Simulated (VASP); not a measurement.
# Mo (P6/mmm) in VASP: a series of runs, part 3 of 3

VASP 6.6.1. The steps go on from the part before.

**7. Relaxation of cell and atoms, LDA, target pressure 6.5 GPa, at which the enthalpy is minimised**

INCAR

```
SYSTEM = Mo
ALGO = Normal
EDIFF = 1E-7
EDIFFG = -0.005
ENCUT = 600
IBRION = 2
ISIF = 3
ISMEAR = -1
LASPH = .TRUE.
LCHARG = .FALSE.
LREAL = .FALSE.
LWAVE = .FALSE.
NELM = 80
NSW = 32
PREC = Accurate
PSTRESS = 65.0
SIGMA = 0.05
```

KPOINTS

```
k-points
0
G
  17 17 15
  0 0 0
```

POSCAR

```
Mo
1.0
    2.7073581954      0.0000000000      0.0000000000
   -1.3536790977      2.3446409744      0.0000000000
    0.0000000000      0.0000000000      2.4441482469
Mo
1
Direct
    0.0000000000      0.0000000000      0.0000000000
```

Potentials or basis: VASP PAW LDA potentials, release 64 (Mo_sv).

Run with:

```sh
$ cat potpaw_LDA.64/Mo_sv/POTCAR > POTCAR
$ mpirun -np 1 vasp_std > vasp.out
```

OUTCAR:

```text
SYSTEM = Mo
   EDIFF = 1E-7
   EDIFFG = -0.005
   ENCUT = 600
   IBRION = 2
   ISIF = 3
   ISMEAR = -1
   LASPH = .TRUE.
   LREAL = .FALSE.
   NELM = 80
   NSW = 32
   PREC = Accurate
   PSTRESS = 65.0

 ion  position               nearest neighbor table
   1  0.000  0.000  0.000-

  LATTYP: Found a hexagonal cell.
 ALAT       =     2.7073581954
 C/A-ratio  =     0.9027797840

  Lattice vectors:

 A1 = (   2.7073581954,   0.0000000000,   0.0000000000)
 A2 = (  -1.3536790977,   2.3446409744,   0.0000000000)
 A3 = (   0.0000000000,   0.0000000000,   2.4441482469)

Analysis of symmetry for initial positions (statically):
=====================================================================
 Subroutine PRICEL returns:
 Original cell was already a primitive cell.

 Routine SETGRP: Setting up the symmetry group for a
 hexagonal supercell.

 Subroutine GETGRP returns: Found 24 space group operations
 (whereof 24 operations were pure point group operations)
 out of a pool of 24 trial point group operations.

The static configuration has the point symmetry D_6h.

Analysis of symmetry for dynamics (positions and initial velocities):
=====================================================================
 Subroutine PRICEL returns:
 Original cell was already a primitive cell.

 Routine SETGRP: Setting up the symmetry group for a
 hexagonal supercell.

 Subroutine GETGRP returns: Found 24 space group operations
 (whereof 24 operations were pure point group operations)
 out of a pool of 24 trial point group operations.

The dynamic configuration has the point symmetry D_6h.

 Subroutine INISYM returns: Found 24 space group operations
 (whereof 24 operations are pure point group operations),
 and found     1 'primitive' translations

----------------------------------------------------------------------------------------

                                     Primitive cell

  volume of cell :      15.5149

  direct lattice vectors                    reciprocal lattice vectors
     2.707358195  0.000000000  0.000000000     0.369363759  0.213252266  0.000000000
    -1.353679098  2.344640974  0.000000000     0.000000000  0.426504531  0.000000000
     0.000000000  0.000000000  2.444148247     0.000000000  0.000000000  0.409140485

  length of vectors
     2.707358195  2.707358195  2.444148247     0.426504531  0.426504531  0.409140485

  position of ions in fractional coordinates (direct lattice)
     0.000000000  0.000000000  0.000000000

  ion indices of the primitive-cell ions
   primitive index   ion index
                 1           1

----------------------------------------------------------------------------------------

 KPOINTS: k-points

Automatic generation of k-mesh.
 Grid dimensions read from file:
 generate k-points for:   17   17   15

[... 22 lines left out ...]
  0.117647  0.000000  0.000000      6.000000
  0.176471  0.000000  0.000000      6.000000
  0.235294  0.000000  0.000000      6.000000
  0.294118  0.000000  0.000000      6.000000
[... 16 lines left out ...]
  0.411765  0.117647  0.000000     12.000000
  0.176471  0.176471  0.000000      6.000000
 [... further k-points ...]
   k-points           NKPTS =    264   k-points in BZ     NKDIM =    264   number of bands    NBANDS=     11
   number of dos      NEDOS =    301   number of ions     NIONS =      1
   total plane-waves  NPLWV =  11520
   dimension x,y,z NGX =    24 NGY =   24 NGZ =   20
   dimension x,y,z NGXF=    48 NGYF=   48 NGZF=   40
   ions per type =               1
   NGX,Y,Z   is equivalent  to a cutoff of  14.74, 14.74, 13.60 a.u.
   NGXF,Y,Z  is equivalent  to a cutoff of  29.47, 29.47, 27.21 a.u.
 SYSTEM =  Mo
   PREC   = accura    normal or accurate (medium, high low for compatibility)
   ISTART =      0    job   : 0-new  1-cont  2-samecut
   ICHARG =      2    charge: 1-file 2-atom 10-const
   ISPIN  =      1    spin polarized calculation?
   LNONCOLLINEAR =      F non collinear calculations
   LSORBIT =      F    spin-orbit coupling
   LASPH  =      T    aspherical Exc in radial PAW
   ENCUT  =  600.0 eV  44.10 Ry    6.64 a.u.   5.41  5.41  4.88*2*pi/ulx,y,z
   NELM   =     80;   NELMIN=  2; NELMDL= -5     # of ELM steps
   EDIFF  = 0.1E-06   stopping-criterion for ELM
   LREAL  =      F    real-space projection
   EDIFFG = -.5E-02   stopping-criterion for IOM
   NSW    =     32    number of steps for IOM
   IBRION =      2    ionic relax: 0-MD 1-quasi-New 2-CG
   NFREE  =      1    steps in history (QN), initial steepest desc. (CG)
   ISIF   =      3    stress and relaxation
   ISYM   =      2    0-nonsym 1-usesym 2-fastsym
   POTIM  = 0.5000    time-step for ionic-motion
   TEBEG  =    0.0;   TEEND  =   0.0 temperature during run
   PSTRESS=   65.0 pullay stress
   NELECT =      14.0000    total number of electrons
   NUPDOWN=      -1.0000    fix difference up-down
   EMIN   =  10.00;   EMAX   =-10.00  energy-range for DOS
   EFERMI =   0.00;   METHOD = LEGACY
   ISMEAR =    -1;   SIGMA  =   0.05  broadening in eV -4-tet -1-fermi 0-gaus
   EFERMI_NEDOS =   21; number of points for ismear=-14 and -15
   IALGO  =     38    algorithm
   IMIX   =      4    mixing-type and parameters
     AMIX     =   0.40;   BMIX     =  1.00
     AMIX_MAG =   1.60;   BMIX_MAG =  1.00
  volume/ion in A,a.u.               =      15.51       104.70
  Fermi-wavevector in a.u.,A,eV,Ry     =   1.581980  2.989509 34.050764  2.502661
  Thomas-Fermi vector in A             =   2.681973
   LORBIT       =      0    0 simple, 1 ext, 2 COOP (PROOUT), +10 PAW based schemes
   GGA     = CA    functional components
   LHFCALC =     F    Hartree Fock is set to
   AEXX    =    0.0000 exact exchange contribution
   IVDW    =     0    specifies the selected vdW correction
   LEPSILON=     F    determine dielectric tensor
   LRPA    =     F    only Hartree local field effects (RPA)
 conjugate gradient relaxation of ions
 non-spin polarized calculation
  energy-cutoff  :      600.00
  volume of cell :       15.51
 maximum number of plane-waves:       549
 NGX is ok and might be reduce to    24
   NGX = 11   NGY = 11   NGZ =  9

--------------------------------------- Ionic step        1  -------------------------------------------

 number of electron      14.0000000 magnetization

 Free energy of the ion-electron system (eV)
  ---------------------------------------------------
  ext. energy  EPLUGINS =         0.00000000
  ---------------------------------------------------
  free energy    TOTEN  =       -11.23823537 eV

  energy without entropy =      -11.23140017  energy(sigma->0) =      -11.23481777

------------------------ aborting loop because EDIFF is reached ----------------------------------------

  FORCE on cell =-STRESS in cart. coord.  units (eV):
  Direction    XX          YY          ZZ          XY          YZ          ZX
  --------------------------------------------------------------------------------------
  -------------------------------------------------------------------------------------
  Total        0.7259904      0.7259904      0.7802273     -0.0000000      0.0000000     -0.0000000
  in kB       74.9707488     74.9707488     80.5716244     -0.0000000      0.0000000     -0.0000000
  external PRESSURE =      11.8377073 kB  Pullay stress =      65.0000000 kB
[... 172 lines left out ...]
--------------------------------------- Ionic step        6  -------------------------------------------

 number of electron      14.0000000 magnetization

 Free energy of the ion-electron system (eV)
  ---------------------------------------------------
  ext. energy  EPLUGINS =         0.00000000
  ---------------------------------------------------
  free energy    TOTEN  =       -11.24135159 eV

  energy without entropy =      -11.23440182  energy(sigma->0) =      -11.23787670

 E-fermi :  12.2966     XC(G=0): -13.5270

 val. band max:       12.2522079743   @ k =   0.2353   0.1765   0.3333
 cond. band min:      12.3120100928   @ k =   0.0000   0.0000   0.4667
 fundamental gap:      0.0598021185
 Fermi energy:        12.2966296007

 k-point     1 :       0.0000    0.0000    0.0000
  band No.  band energies     occupation
      1     -48.3825      2.00000
      2     -21.7485      2.00000
      3     -21.7485      2.00000
      4     -21.4214      2.00000
      5       5.4076      2.00000
      6       7.6346      2.00000
      7      11.2741      2.00000
      8      11.2741      2.00000
      9      16.9718      0.00000
     10      16.9718      0.00000
     11      25.1688      0.00000
[... 309 lines left out ...]
 k-point    24 :       0.1765    0.1765    0.0000
  band No.  band energies     occupation
      1     -48.2084      2.00000
      2     -22.7237      2.00000
      3     -22.0928      2.00000
      4     -21.3090      2.00000
      5       7.9728      2.00000
      6       9.0918      2.00000
      7       9.3544      2.00000
      8      14.8397      0.00000
      9      14.9646      0.00000
     10      16.2651      0.00000
     11      26.1667      0.00000

 [... further k-points ...]
[... 5 lines left out ...]
  --------------------------------------------------------------------------------------
  -------------------------------------------------------------------------------------
  Total        0.6329648      0.6329648      0.6294070      0.0000000      0.0000000      0.0000000
  in kB       65.0707860     65.0707860     64.7050347      0.0000000      0.0000000      0.0000000
  external PRESSURE =      -0.0511311 kB  Pullay stress =      65.0000000 kB
[... 20 lines left out ...]
  energy  without entropy=      -11.2344018159  energy(sigma->0) =      -11.23787670

  enthalpy is  TOTEN    =       -10.6090753676 eV   P V=        0.6322762212

 reached required accuracy - stopping structural energy minimisation
```

OSZICAR:

```text
N       E                     dE             d eps       ncg     rms          rms(c)
DAV:   1     0.111967775929E+03    0.11197E+03   -0.88803E+03  5840   0.146E+03
DAV:   2    -0.998781288463E+01   -0.12196E+03   -0.11781E+03  6218   0.381E+02
[... 38 lines left out ...]
   5 F= -.10609074E+02 E0= -.10605595E+02  d E =-.145614E-05
       N       E                     dE             d eps       ncg     rms          rms(c)
DAV:   1    -0.112413711374E+02   -0.62716E-04   -0.53686E-04  5808   0.296E-01    0.239E-02
DAV:   2    -0.112413548495E+02    0.16288E-04   -0.18095E-05  5979   0.505E-02    0.956E-03
DAV:   3    -0.112413515732E+02    0.32763E-05   -0.78897E-06  6072   0.295E-02    0.359E-03
DAV:   4    -0.112413515888E+02   -0.15564E-07   -0.18556E-07  5294   0.574E-03
   6 F= -.10609075E+02 E0= -.10605600E+02  d E =-.278756E-05
```

CONTCAR:

```text
Mo
   1.00000000000000
     2.7103671605822037    0.0000000000000000   -0.0000000000000000
    -1.3551835802911019    2.3472468146889227    0.0000000000000000
    -0.0000000000000000    0.0000000000000000    2.4497241847128040
  Mo
     1
Direct
     0.0000000000000000    0.0000000000000000    0.0000000000000000

  0.00000000E+00  0.00000000E+00  0.00000000E+00
```

Run time: 37 s. Hardware: 1 thread of Intel Xeon 6975P-C (Granite Rapids), shared host; peak memory 0.18 GiB.

What came out:

| Property | Result |
| --- | --- |
| Free energy | -11.2414 eV |
| Relaxed volume | 15.58 Å³/atom |
| Relaxed cell | a = 2.710 Å, b = 2.710 Å, c = 2.450 Å, α = 90.00°, β = 90.00°, γ = 120.00° |
| Space group after relaxing (to 0.05 Å) | P6/mmm (No. 191) |
| Energy change on relaxing (the enthalpy is what falls) | -3.1 meV/atom |
| Ionic steps | 6 |
| Pressure after relaxing | 6.5 GPa |
| Band gap on the k mesh | zero (band 7 reaches 13.40 eV, above the bottom of band 8 at 11.27 eV) |

Step by step:
```tsv
step	energy change (eV)	largest force (eV/Å)	pressure (GPa)	volume (Å³)
1	0.0000	0.0000	7.68	15.51
2	-0.0088	0.0000	3.36	15.77
3	-0.0031	0.0000	6.49	15.58
4	-0.0032	0.0000	6.48	15.59
5	-0.0031	0.0000	6.49	15.58
6	-0.0031	0.0000	6.49	15.58
```

Final structure:
```cif
data_structure
_symmetry_space_group_name_H-M 'P 1'
_symmetry_Int_Tables_number 1
_cell_length_a 2.7104
_cell_length_b 2.7104
_cell_length_c 2.4497
_cell_angle_alpha 90.000
_cell_angle_beta 90.000
_cell_angle_gamma 120.000
_cell_volume 15.58
loop_
_atom_site_label
_atom_site_type_symbol
_atom_site_fract_x
_atom_site_fract_y
_atom_site_fract_z
_atom_site_occupancy
Mo1 Mo 0.00000 0.00000 0.00000 1
```

Levels at points of the mesh, in eV from the Fermi level:
```csv
k point,band 5,band 6,band 7,band 8,band 9,band 10
"(0.00, 0.00, 0.00)",-6.89,-4.66,-1.02,-1.02,4.68,4.68
```

Caveat: the cell is relaxed towards a set pressure, so the enthalpy falls and the energy may rise.

**8. Summary**

| task | cell | k mesh | cutoff (eV) | gap on the mesh (eV) | pressure (GPa) |
| --- | --- | --- | --- | --- | --- |
| single point | a = 2.707, b = 2.707, c = 2.444 Å, angles 90.0, 90.0, 120.0°, 1 atom | 17 × 17 × 15 | 520 | none | 7.7 |
| single point | a = 2.708, b = 2.708, c = 2.445 Å, angles 90.0, 90.0, 120.0°, 1 atom | 17 × 17 × 15 | 520 | none | 7.6 |
| single point | a = 4.551, b = 4.551, c = 2.509 Å, angles 90.0, 90.0, 120.0°, 3 atoms | 8 × 8 × 12 | 520 | none | 7.8 |
| single point | a = 4.551, b = 4.551, c = 2.510 Å, angles 90.0, 90.0, 120.0°, 3 atoms | 8 × 8 × 12 | 520 | none | 7.7 |
| relaxation of cell and atoms | relaxed to 6.5 GPa from a = 2.660, b = 2.660, c = 2.500 Å, angles 90.0, 90.0, 120.0°, 1 atom | 17 × 17 × 15 | 600 | none | 6.5 |
| relaxation of cell and atoms | relaxed to 6.5 GPa from a = 2.707, b = 2.707, c = 2.444 Å, angles 90.0, 90.0, 120.0°, 1 atom | 17 × 17 × 15 | 600 | none | 6.5 |

Alike in all rows: level LDA; potentials or basis VASP PAW LDA potentials, release 64 (Mo_sv); no spin polarisation; smearing fermi-dirac 0.05 eV.

Caveats: the cell is relaxed towards a set pressure, so the enthalpy falls and the energy may rise (some runs).

Total energies depend on the potentials used, so only differences within one code and one set of settings carry meaning.
